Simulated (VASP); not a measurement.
# BaSm3O (P4/mmm) in VASP: relaxation of cell and atoms with PBE

Aim: the relaxation of cell and atoms of BaSm3O with PBE.

Program: VASP 6.6.1. These are calculated values, not measurements. Logs are shortened: lines on timing, memory, paths and dates and some standing lists are left out, and cuts for length are marked.

**1. The cell of the first run**

It takes space group P4/mmm (No. 123, tetragonal). Conventional cell: a = 5.118 Å, b = 5.118 Å, c = 5.258 Å, α = 90.00°, β = 90.00°, γ = 90.00°. Within 4.8 Å of Ba (site symmetry 4/mmm) lie 12 Sm at 3.62 to 3.67 Å and 8 O at 4.47 Å. Sm (site symmetry mmm) has 2 O at 2.56 Å within 3.4 Å. Within 3.7 Å of Sm (site symmetry 4/mmm) lie 2 O at 2.63 Å and 4 Ba at 3.62 Å and 8 Sm at 3.67 Å. Within 3.4 Å of O (site symmetry 4/mmm) lie 6 Sm at 2.56 to 2.63 Å.

The cell was generated, and may not be a known phase.

**2. Relaxation of cell and atoms, PBE**

INCAR

```
SYSTEM = BaSm3O
PREC = Accurate
ENCUT = 600
EDIFF = 1E-7
ISMEAR = 0
SIGMA = 0.1
LREAL = .False.
LASPH = .True.
NELM = 200
ALGO = Normal
ISIF = 3
LWAVE = .False.
LCHARG = .False.
GGA = PE
IBRION = 2
NSW = 100
EDIFFG = -0.01
GGA_COMPAT = .False.
NELMIN = 4
LMAXMIX = 6
```

KPOINTS

```
Automatic mesh
0
Gamma
  8 8 8
  0 0 0
```

POSCAR

```
BaSm3O
1.0
    5.1183502549      0.0000000000      0.0000000000
    0.0000000000      5.1183502549      0.0000000000
    0.0000000000      0.0000000000      5.2582586735
Ba Sm O
1 3 1
Direct
    0.5000000000      0.5000000000      0.0000000000
    0.5000000000      0.0000000000      0.5000000000
    0.0000000000      0.5000000000      0.5000000000
    0.0000000000      0.0000000000      0.0000000000
    0.0000000000      0.0000000000      0.5000000000
```

Potentials or basis: VASP PAW PBE potentials, release 64 (Ba_sv, Sm_3, O), 4f in core.

Started as:

```sh
$ cat potpaw_PBE.64/Ba_sv/POTCAR potpaw_PBE.64/Sm_3/POTCAR potpaw_PBE.64/O/POTCAR > POTCAR
$ mpirun -np 1 vasp_std > vasp.out
```

OUTCAR:

```text
SYSTEM = BaSm3O
   PREC = Accurate
   ENCUT = 600
   EDIFF = 1E-7
   ISMEAR = 0
   LREAL = .False.
   LASPH = .True.
   NELM = 200
   ISIF = 3
   GGA = PE
   IBRION = 2
   NSW = 100
   EDIFFG = -0.01
   NELMIN = 4

 ion  position               nearest neighbor table
   1  0.500  0.500  0.000-   4 3.62   4 3.62   4 3.62   4 3.62   3 3.67   2 3.67   3 3.67   2 3.67
                             3 3.67   2 3.67   3 3.67   2 3.67
   2  0.500  0.000  0.500-   5 2.56   5 2.56   3 3.62   3 3.62   3 3.62   3 3.62   1 3.67   4 3.67
                             1 3.67   1 3.67   4 3.67   1 3.67   4 3.67   4 3.67
   3  0.000  0.500  0.500-   5 2.56   5 2.56   2 3.62   2 3.62   2 3.62   2 3.62   4 3.67   4 3.67
                             1 3.67   4 3.67   1 3.67   1 3.67   1 3.67   4 3.67
   4  0.000  0.000  0.000-   5 2.63   5 2.63   1 3.62   1 3.62   1 3.62   1 3.62   3 3.67   2 3.67
                             3 3.67   3 3.67   2 3.67   2 3.67   2 3.67   3 3.67
   5  0.000  0.000  0.500-   2 2.56   3 2.56   3 2.56   2 2.56   4 2.63   4 2.63

  LATTYP: Found a simple tetragonal cell.
 ALAT       =     5.1183502549
 C/A-ratio  =     1.0273346707

  Lattice vectors:

 A1 = (   5.1183502549,   0.0000000000,   0.0000000000)
 A2 = (   0.0000000000,   5.1183502549,   0.0000000000)
 A3 = (   0.0000000000,   0.0000000000,   5.2582586735)

Analysis of symmetry for initial positions (statically):
=====================================================================
 Subroutine PRICEL returns:
 Original cell was already a primitive cell.

 Routine SETGRP: Setting up the symmetry group for a
 simple tetragonal supercell.

 Subroutine GETGRP returns: Found 16 space group operations
 (whereof 16 operations were pure point group operations)
 out of a pool of 16 trial point group operations.

The static configuration has the point symmetry D_4h.

Analysis of symmetry for dynamics (positions and initial velocities):
=====================================================================
 Subroutine PRICEL returns:
 Original cell was already a primitive cell.

 Routine SETGRP: Setting up the symmetry group for a
 simple tetragonal supercell.

 Subroutine GETGRP returns: Found 16 space group operations
 (whereof 16 operations were pure point group operations)
 out of a pool of 16 trial point group operations.

The dynamic configuration has the point symmetry D_4h.

 Subroutine INISYM returns: Found 16 space group operations
 (whereof 16 operations are pure point group operations),
 and found     1 'primitive' translations

----------------------------------------------------------------------------------------

                                     Primitive cell

  volume of cell :     137.7533

  direct lattice vectors                    reciprocal lattice vectors
     5.118350255  0.000000000  0.000000000     0.195375453  0.000000000  0.000000000
     0.000000000  5.118350255  0.000000000     0.000000000  0.195375453  0.000000000
     0.000000000  0.000000000  5.258258674     0.000000000  0.000000000  0.190177027

  length of vectors
     5.118350255  5.118350255  5.258258674     0.195375453  0.195375453  0.190177027

  position of ions in fractional coordinates (direct lattice)
     0.500000000  0.500000000  0.000000000
     0.500000000  0.000000000  0.500000000
     0.000000000  0.500000000  0.500000000
     0.000000000  0.000000000  0.000000000
     0.000000000  0.000000000  0.500000000

  ion indices of the primitive-cell ions
   primitive index   ion index
                 1           1
                 2           2
                 3           3
                 4           4
                 5           5

----------------------------------------------------------------------------------------

 KPOINTS: Automatic mesh

Automatic generation of k-mesh.
 Grid dimensions read from file:
 generate k-points for:    8    8    8

 Generating k-lattice:

  Cartesian coordinates                     Fractional coordinates (reciprocal lattice)
     0.024421932  0.000000000  0.000000000     0.125000000  0.000000000  0.000000000
     0.000000000  0.024421932  0.000000000     0.000000000  0.125000000  0.000000000
     0.000000000  0.000000000  0.023772128     0.000000000  0.000000000  0.125000000

  Length of vectors
     0.024421932  0.024421932  0.023772128

  Shift w.r.t. Gamma in fractional coordinates (k-lattice)
     0.000000000  0.000000000  0.000000000

 Subroutine IBZKPT returns following result:
 ===========================================

 Found     75 irreducible k-points:

 Following reciprocal coordinates:
            Coordinates               Weight
  0.000000  0.000000  0.000000      1.000000
  0.125000  0.000000  0.000000      4.000000
  0.250000  0.000000  0.000000      4.000000
  0.375000  0.000000  0.000000      4.000000
  0.500000  0.000000  0.000000      2.000000
  0.125000  0.125000  0.000000      4.000000
[... 16 lines left out ...]
  0.375000  0.125000  0.125000     16.000000
  0.500000  0.125000  0.125000      8.000000
 [... further k-points ...]
   k-points           NKPTS =     75   k-points in BZ     NKDIM =     75   number of bands    NBANDS=     29
   number of dos      NEDOS =    301   number of ions     NIONS =      5
   total plane-waves  NPLWV =  74088
   dimension x,y,z NGX =    42 NGY =   42 NGZ =   42
   dimension x,y,z NGXF=    84 NGYF=   84 NGZF=   84
   ions per type =               1   3   1
   NGX,Y,Z   is equivalent  to a cutoff of  13.64, 13.64, 13.28 a.u.
   NGXF,Y,Z  is equivalent  to a cutoff of  27.28, 27.28, 26.56 a.u.
 SYSTEM =  BaSm3O
   PREC   = accura    normal or accurate (medium, high low for compatibility)
   ISTART =      0    job   : 0-new  1-cont  2-samecut
   ICHARG =      2    charge: 1-file 2-atom 10-const
   ISPIN  =      1    spin polarized calculation?
   LNONCOLLINEAR =      F non collinear calculations
   LSORBIT =      F    spin-orbit coupling
   LASPH  =      T    aspherical Exc in radial PAW
   ENCUT  =  600.0 eV  44.10 Ry    6.64 a.u.  10.22 10.22 10.50*2*pi/ulx,y,z
   NELM   =    200;   NELMIN=  4; NELMDL= -5     # of ELM steps
   EDIFF  = 0.1E-06   stopping-criterion for ELM
   LREAL  =      F    real-space projection
   EDIFFG = -.1E-01   stopping-criterion for IOM
   NSW    =    100    number of steps for IOM
   IBRION =      2    ionic relax: 0-MD 1-quasi-New 2-CG
   NFREE  =      1    steps in history (QN), initial steepest desc. (CG)
   ISIF   =      3    stress and relaxation
   ISYM   =      2    0-nonsym 1-usesym 2-fastsym
   POTIM  = 0.5000    time-step for ionic-motion
   TEBEG  =    0.0;   TEEND  =   0.0 temperature during run
   PSTRESS=    0.0 pullay stress
   NELECT =      49.0000    total number of electrons
   NUPDOWN=      -1.0000    fix difference up-down
   EMIN   =  10.00;   EMAX   =-10.00  energy-range for DOS
   EFERMI =   0.00;   METHOD = LEGACY
   ISMEAR =     0;   SIGMA  =   0.10  broadening in eV -4-tet -1-fermi 0-gaus
   EFERMI_NEDOS =   21; number of points for ismear=-14 and -15
   IALGO  =     38    algorithm
   IMIX   =      4    mixing-type and parameters
     AMIX     =   0.40;   BMIX     =  1.00
     AMIX_MAG =   1.60;   BMIX_MAG =  1.00
  volume/ion in A,a.u.               =      27.55       185.92
  Fermi-wavevector in a.u.,A,eV,Ry     =   1.159951  2.191989 18.306444  1.345486
  Thomas-Fermi vector in A             =   2.296538
   LORBIT       =      0    0 simple, 1 ext, 2 COOP (PROOUT), +10 PAW based schemes
   GGA     = PE    functional components
   LHFCALC =     F    Hartree Fock is set to
   AEXX    =    0.0000 exact exchange contribution
   IVDW    =     0    specifies the selected vdW correction
   LEPSILON=     F    determine dielectric tensor
   LRPA    =     F    only Hartree local field effects (RPA)
 conjugate gradient relaxation of ions
 non-spin polarized calculation
 Gauss-broadening in eV      SIGMA  =   0.10
  energy-cutoff  :      600.00
  volume of cell :      137.75
 maximum number of plane-waves:      4632
 NGX is ok and might be reduce to    42
   NGX = 21   NGY = 21   NGZ = 21

--------------------------------------- Ionic step        1  -------------------------------------------

 number of electron      48.9999995 magnetization

 Free energy of the ion-electron system (eV)
  ---------------------------------------------------
  ext. energy  EPLUGINS =         0.00000000
  ---------------------------------------------------
  free energy    TOTEN  =       -25.01956971 eV

  energy without entropy =      -24.98963697  energy(sigma->0) =      -25.00460334

------------------------ aborting loop because EDIFF is reached ----------------------------------------

  FORCE on cell =-STRESS in cart. coord.  units (eV):
  Direction    XX          YY          ZZ          XY          YZ          ZX
  --------------------------------------------------------------------------------------
  -------------------------------------------------------------------------------------
  Total        0.4195858      0.4195858      0.1750068      0.0000000      0.0000000      0.0000000
  in kB        4.8801078      4.8801078      2.0354644      0.0000000      0.0000000      0.0000000
  external PRESSURE =       3.9318933 kB  Pullay stress =       0.0000000 kB
[... 180 lines left out ...]
  energy  without entropy=      -24.9915044806  energy(sigma->0) =      -25.00686245

--------------------------------------- Ionic step        6  -------------------------------------------

 number of electron      48.9999991 magnetization

 Free energy of the ion-electron system (eV)
  ---------------------------------------------------
  ext. energy  EPLUGINS =         0.00000000
  ---------------------------------------------------
  free energy    TOTEN  =       -25.02283858 eV

  energy without entropy =      -24.99172058  energy(sigma->0) =      -25.00727958

 E-fermi :   3.6936     XC(G=0):  -9.9279

 val. band max:        3.6903618818   @ k =   0.3750   0.1250   0.0000
 cond. band min:       3.6944600492   @ k =   0.3750   0.3750   0.0000
 fundamental gap:      0.0040981673
 Fermi energy:         3.6936336354

 k-point     1 :       0.0000    0.0000    0.0000
  band No.  band energies     occupation
      1     -37.6368      2.00000
      2     -37.5537      2.00000
      3     -37.5469      2.00000
      4     -23.7720      2.00000
      5     -17.3470      2.00000
      6     -17.3470      2.00000
[... 757 lines left out ...]
     28       4.4248      0.00000
     29       4.6859      0.00000

 [... further k-points ...]

------------------------ aborting loop because EDIFF is reached ----------------------------------------

  FORCE on cell =-STRESS in cart. coord.  units (eV):
  Direction    XX          YY          ZZ          XY          YZ          ZX
  --------------------------------------------------------------------------------------
  -------------------------------------------------------------------------------------
  Total        0.0329243      0.0329243      0.0037991      0.0000000      0.0000000      0.0000000
  in kB        0.3799927      0.3799927      0.0438467      0.0000000      0.0000000      0.0000000
  external PRESSURE =       0.2679440 kB  Pullay stress =       0.0000000 kB
[... 20 lines left out ...]
  FREE ENERGIE OF THE ION-ELECTRON SYSTEM (eV)
  ---------------------------------------------------
  free  energy   TOTEN  =       -25.0228385818 eV

  energy  without entropy=      -24.9917205844  energy(sigma->0) =      -25.00727958

 reached required accuracy - stopping structural energy minimisation
```

It took 9.4 min on 1 thread of Intel Xeon 6975P-C (Granite Rapids), shared host; peak memory 0.53 GiB.

What came out:

```
Free energy                           : -25.0228 eV
Relaxed volume                        : 27.76 Å³/atom
Relaxed cell                          : a = 5.170 Å, b = 5.170 Å, c = 5.194 Å, α = 90.00°, β = 90.00°, γ = 90.00°
Space group after relaxing (to 0.1 Å) : Pm-3m (No. 221)
Energy gained by relaxing             : 0.7 meV/atom
Ionic steps                           : 6
Pressure after relaxing               : 0.0 GPa
Band gap on the k mesh                : zero (an odd number of electrons rules out a gap without spin polarisation)
```

The path:
```csv
step,energy change (eV),largest force (eV/Å),pressure (GPa),volume (Å³)
1,0.0000,0.0000,0.39,137.75
2,-0.0018,0.0000,-0.03,139.11
3,-0.0018,0.0000,-0.04,139.11
4,-0.0021,0.0000,-0.03,139.09
5,-0.0027,0.0000,-0.02,139.00
6,-0.0033,0.0000,0.03,138.82
```

Final structure:
```cif
data_structure
_symmetry_space_group_name_H-M 'P 1'
_symmetry_Int_Tables_number 1
_cell_length_a 5.1700
_cell_length_b 5.1700
_cell_length_c 5.1936
_cell_angle_alpha 90.000
_cell_angle_beta 90.000
_cell_angle_gamma 90.000
_cell_volume 138.82
loop_
_atom_site_label
_atom_site_type_symbol
_atom_site_fract_x
_atom_site_fract_y
_atom_site_fract_z
_atom_site_occupancy
Ba1 Ba 0.50000 0.50000 0.00000 1
Sm1 Sm 0.50000 0.00000 0.50000 1
Sm2 Sm 0.00000 0.50000 0.50000 1
Sm3 Sm 0.00000 0.00000 0.00000 1
O1 O 0.00000 0.00000 0.50000 1
```

Levels at points of the mesh, in eV from the Fermi level:
| k point | band 20 | band 21 | band 22 | band 23 | band 24 | band 25 | band 26 | band 27 | band 28 | band 29 |
| --- | --- | --- | --- | --- | --- | --- | --- | --- | --- | --- |
| (0.00, 0.00, 0.00) | -3.74 | -3.44 | -2.08 | -2.08 | -1.32 | -1.32 | -1.31 | 1.57 | 1.60 | 1.60 |
| (0.50, 0.00, 0.00) | -3.93 | -1.78 | -1.35 | -0.85 | -0.43 | 0.04 | 0.51 | 0.54 | 1.17 | 1.18 |
| (0.50, 0.50, 0.00) | -4.13 | -0.53 | -0.29 | -0.06 | -0.06 | 0.35 | 0.35 | 0.67 | 0.67 | 0.76 |
| (0.00, 0.00, 0.50) | -3.93 | -1.78 | -1.37 | -0.87 | -0.44 | 0.04 | 0.52 | 0.52 | 1.14 | 1.17 |
| (0.50, 0.00, 0.50) | -4.11 | -0.54 | -0.30 | -0.08 | -0.05 | 0.38 | 0.38 | 0.65 | 0.68 | 0.76 |
| (0.50, 0.50, 0.50) | -5.39 | -1.31 | -1.12 | -1.12 | -1.09 | 1.08 | 1.08 | 1.12 | 1.77 | 1.83 |

Caveat: spin-orbit coupling is left out, which moves the levels of the heavy elements; the 4f electrons are frozen in the core, so they carry no moment and show no levels; an odd number of electrons without spin polarisation forces a metal; a magnetic or distorted state may lie lower; the run has no spin polarisation, though such a crystal can be magnetic. With open d or f shells a metallic result of PBE can be an artefact of self-interaction; +U or a hybrid may open a gap.
